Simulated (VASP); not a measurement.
# HfO2 (Fm-3m) in VASP: settings compared, part 2 of 2

VASP 6.6.1.

### 6 Single point, B3LYP

This run uses another cell than the first one, of 11.04 Å³/atom.

POSCAR reads:

```
HfO2
1.0
    0.0000000000      2.5491872672      2.5491872672
    2.5491872672      0.0000000000      2.5491872672
    2.5491872672      2.5491872672      0.0000000000
Hf O
1 2
Direct
    0.0000000000      0.0000000000      0.0000000000
    0.7500000000      0.7500000000      0.7500000000
    0.2500000000      0.2500000000      0.2500000000
```

INCAR.step1 reads:

```
ALGO = Normal
EDIFF = 1E-5
ENCUT = 520
GGA = PE
ISIF = 2
ISMEAR = -1
LASPH = True
LCHARG = False
LREAL = False
LWAVE = True
NBANDS = 18
NELM = 80
PREC = Accurate
SIGMA = 0.05
```

INCAR.step2 reads:

```
AEXX = 0.2
AGGAC = 0.81
AGGAX = 0.72
ALDAC = 0.19
ALGO = Normal
EDIFF = 1E-7
ENCUT = 520
GGA = B3
ISIF = 2
ISMEAR = -1
ISTART = 1
LASPH = True
LCHARG = False
LHFCALC = True
LREAL = False
LWAVE = False
NBANDS = 18
NELM = 80
PREC = Accurate
PRECFOCK = Normal
SIGMA = 0.05
```

KPOINTS reads:

```
k-points
0
Gamma
  5 5 5
```

Potentials or basis: VASP PAW PBE potentials, release 64 (Hf_pv, O).

Started as:

```sh
cat potpaw_PBE.64/Hf_pv/POTCAR potpaw_PBE.64/O/POTCAR > POTCAR
cp INCAR.step1 INCAR
mpirun -np 1 vasp_std > vasp.out
cp INCAR.step2 INCAR
mpirun -np 1 vasp_std > vasp.out
```

OUTCAR:

```text
AEXX = 0.2
   EDIFF = 1E-7
   ENCUT = 520
   GGA = B3
   ISIF = 2
   ISMEAR = -1
   ISTART = 1
   LASPH = True
   LHFCALC = True
   LREAL = False
   NELM = 80
   PREC = Accurate
   PRECFOCK = Normal

 ion  position               nearest neighbor table
   1  0.000  0.000  0.000-   2 2.21   2 2.21   2 2.21   3 2.21   3 2.21   3 2.21   3 2.21   2 2.21

   2  0.750  0.750  0.750-   1 2.21   1 2.21   1 2.21   1 2.21
   3  0.250  0.250  0.250-   1 2.21   1 2.21   1 2.21   1 2.21

  LATTYP: Found a face centered cubic cell.
 ALAT       =     5.0983745344

  Lattice vectors:

 A1 = (   0.0000000000,   2.5491872672,   2.5491872672)
 A2 = (   2.5491872672,   0.0000000000,   2.5491872672)
 A3 = (   2.5491872672,   2.5491872672,   0.0000000000)

Analysis of symmetry for initial positions (statically):
=====================================================================
 Subroutine PRICEL returns:
 Original cell was already a primitive cell.

 Routine SETGRP: Setting up the symmetry group for a
 face centered cubic supercell.

 Subroutine GETGRP returns: Found 48 space group operations
 (whereof 48 operations were pure point group operations)
 out of a pool of 48 trial point group operations.

The static configuration has the point symmetry O_h .

Analysis of symmetry for dynamics (positions and initial velocities):
=====================================================================
 Subroutine PRICEL returns:
 Original cell was already a primitive cell.

 Routine SETGRP: Setting up the symmetry group for a
 face centered cubic supercell.

 Subroutine GETGRP returns: Found 48 space group operations
 (whereof 48 operations were pure point group operations)
 out of a pool of 48 trial point group operations.

The dynamic configuration has the point symmetry O_h .

 Subroutine INISYM returns: Found 48 space group operations
 (whereof 48 operations are pure point group operations),
 and found     1 'primitive' translations

[... 108 lines left out ...]
   PRECFOCK=normal    Normal, Fast or Accurate (Low or Medium for compatibility)
   ENCUT4O =  -1.0   cutoff for four orbital integrals eV
   NKREDX  =     1    reduce k-point grid by
   NKREDY  =     1    reduce k-point grid by
   NKREDZ  =     1    reduce k-point grid by
   AEXX    =    0.2000 exact exchange contribution
   HFSCREEN=    0.0000 screening length (either q_TF or 0.3 A-1)
   HFSCREENC=   0.0000 screening length for correlation (either q_TF or 0.3 A-1)
   ENCUTFOCK=  -1.0 apply spherical cutoff to Coloumb kernel
   IVDW    =     0    specifies the selected vdW correction
   LEPSILON=     F    determine dielectric tensor
   LRPA    =     F    only Hartree local field effects (RPA)
 non-spin polarized calculation
  energy-cutoff  :      520.00
  volume of cell :       33.13
 maximum number of plane-waves:       914
  NGX = 24; NGY = 24; NGZ = 24

 number of electron      21.9999992 magnetization

 Free energy of the ion-electron system (eV)
  ---------------------------------------------------
  ext. energy  EPLUGINS =         0.00000000
  ---------------------------------------------------
  free energy    TOTEN  =       -35.72310558 eV

  energy without entropy =      -35.72310558  energy(sigma->0) =      -35.72310558

 E-fermi :   4.0837     XC(G=0):  -9.4007

 val. band max:        2.9384995050   @ k =  -0.4000   0.4000   0.0000
 cond. band min:       8.8697840188   @ k =   0.0000   0.0000   0.0000
 fundamental gap:      5.9312845138
 Fermi energy:         4.0837402622

 k-point     1 :       0.0000    0.0000    0.0000
  band No.  band energies     occupation
      1     -27.7985      2.00000
      2     -27.7985      2.00000
      3     -27.7985      2.00000
      4     -16.7394      2.00000
      5     -13.6762      2.00000
      6      -2.4088      2.00000
[... 187 lines left out ...]
      5     -14.7684      2.00000
      6      -2.2911      2.00000
[... 10 lines left out ...]
     17      17.2118      0.00000
     18      18.1739      0.00000

------------------------ aborting loop because EDIFF is reached ----------------------------------------

  FORCE on cell =-STRESS in cart. coord.  units (eV):
  Direction    XX          YY          ZZ          XY          YZ          ZX
  --------------------------------------------------------------------------------------
  -------------------------------------------------------------------------------------
  Total       -0.7937919     -0.7937919     -0.7937919     -0.0000000     -0.0000000     -0.0000000
  in kB      -38.3868099    -38.3868099    -38.3868099     -0.0000000     -0.0000000     -0.0000000
  external PRESSURE =     -38.3868099 kB  Pullay stress =       0.0000000 kB

 VOLUME and BASIS-vectors are now :
 -----------------------------------------------------------------------------
  energy-cutoff  :      520.00
  volume of cell :       33.13
      direct lattice vectors                 reciprocal lattice vectors
     0.000000000  2.549187267  2.549187267    -0.196140945  0.196140945  0.196140945
     2.549187267  0.000000000  2.549187267     0.196140945 -0.196140945  0.196140945
     2.549187267  2.549187267  0.000000000     0.196140945  0.196140945 -0.196140945

 POSITION                                       TOTAL-FORCE (eV/Angst)
 -----------------------------------------------------------------------------------
      0.00000      0.00000      0.00000        -0.000000      0.000000     -0.000000
      3.82378      3.82378      3.82378         0.000000     -0.000000      0.000000
      1.27459      1.27459      1.27459        -0.000000      0.000000     -0.000000
 -----------------------------------------------------------------------------------
    total drift:                                0.000000     -0.000000      0.000000

  FREE ENERGIE OF THE ION-ELECTRON SYSTEM (eV)
  ---------------------------------------------------
  free  energy   TOTEN  =       -35.7231055800 eV

  energy  without entropy=      -35.7231055800  energy(sigma->0) =      -35.72310558
```

OUTCAR.step1:

```text
EDIFF = 1E-5
   ENCUT = 520
   GGA = PE
   ISIF = 2
[... 419 lines left out ...]
      0.00000      0.00000      0.00000        -0.000000      0.000000      0.000000
      3.82378      3.82378      3.82378         0.000000     -0.000000      0.000000
      1.27459      1.27459      1.27459        -0.000000     -0.000000     -0.000000
 -----------------------------------------------------------------------------------
    total drift:                                0.000000      0.000000      0.000000

  FREE ENERGIE OF THE ION-ELECTRON SYSTEM (eV)
  ---------------------------------------------------
  free  energy   TOTEN  =       -30.2429919883 eV

  energy  without entropy=      -30.2429919882  energy(sigma->0) =      -30.24299199
```

Run time: 26 min. Hardware: 1 thread of Intel Xeon Platinum 8259CL at 2.50GHz (Skylake/Cascade Lake), shared host; peak memory 0.18 GiB.

What came out:

* Free energy: -35.7231 eV
* Pressure: -3.8 GPa
* Band gap on the k mesh: 5.93 eV (least direct gap 6.29 eV)

Caveat: the k points lie up to 0.43 Å⁻¹ apart; the PAW data sets were made with another functional, which shifts forces and pressure a little; spin-orbit coupling is left out, which moves the levels of the heavy elements; an odd mesh through Γ misses points on the zone boundary, where band edges can lie.

### 7 Overview

| level | spin | cell | k mesh | grid for exact exchange (PRECFOCK) | share of exact exchange | pressure (GPa) | moment (μB) |
| --- | --- | --- | --- | --- | --- | --- | --- |
| PBEsol | non-collinear, zero start, SOC | a = 3.593 Å, angles 60.0°, 3 atoms | 9 × 9 × 9 | - | - | -8.9 | 0.00 |
| PBEsol | non-collinear, zero start, SOC | a = 3.641 Å, angles 60.0°, 3 atoms | 9 × 9 × 9 | - | - | -17.5 | 0.00 |
| PBEsol | non-collinear, zero start, SOC | a = 3.664 Å, angles 60.0°, 3 atoms | 9 × 9 × 9 | - | - | -21.1 | 0.00 |
| PBEsol | non-collinear, zero start, SOC | a = 3.688 Å, angles 60.0°, 3 atoms | 9 × 9 × 9 | - | - | -24.3 | 0.00 |
| B3LYP | off | a = 3.605 Å, angles 60.0°, 3 atoms | 5 × 5 × 5 | Normal | 0.2 | -3.8 | - |

Alike in all rows: task single point; potentials or basis VASP PAW PBE potentials, release 64 (Hf_pv, O); cutoff (eV) 520; smearing fermi-dirac 0.05 eV.

Caveats: some runs use coarse meshes; the PAW data sets were made with another functional, which shifts forces and pressure a little; the cell stands under tension (at least some runs); spin-orbit coupling is left out, which moves the levels of the heavy elements (at least some runs); an odd mesh through Γ misses points on the zone boundary, where band edges can lie (at least some runs).

Total energies depend on the potentials used, so only differences within one code and one set of settings carry meaning.
